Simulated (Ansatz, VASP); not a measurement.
**One calculation of HfN, two programs**

```xyz
2
Lattice="0.0000 2.2801 2.2801 2.2590 0.0211 2.2590 2.2590 2.2590 0.0211" Properties=species:S:1:pos:R:3 pbc="T T T"
Hf    0.0000    0.0000    0.0000
N     2.2590    2.2801    2.2801
```

Change from the starting cell: strain +0.0187 x Voigt [0, 0, 0, 1, 0, 0], atoms carried along.

Alike in both runs: task single point; functional PBE; k mesh 18 × 18 × 18; occupations gaussian, width 0.15 eV; no spin polarisation.

|  | VASP | Ansatz |
| --- | --- | --- |
| version | VASP 6.6.1 | Ansatz 0.2.0 |
| potentials or method | VASP PAW PBE potentials, release 64 (Hf_pv, N), cutoff 520 eV | scalar-relativistic, plane waves, PAW |
| valence electrons in the cell | 15 | 31 |

|  | VASP | Ansatz | Ansatz less VASP |
| --- | --- | --- | --- |
| gap on the k mesh at the Fermi level (eV) | none | none | - |
| pressure (GPa) | 3.1 | 5.5 | +2.40 |
| traceless stress, the component that is largest in VASP (GPa) | -2.26 | -2.22 | +0.036 |

A gap of «none» marks a metal or a gap that the smearing closes. The functional is the same, so the differences come from potentials, cutoffs and numerics. VASP's potentials hold 15 valence electrons a cell and Ansatz's 31, so a difference there can come from the potentials and not from the codes.

Neither program's run includes spin-orbit coupling.
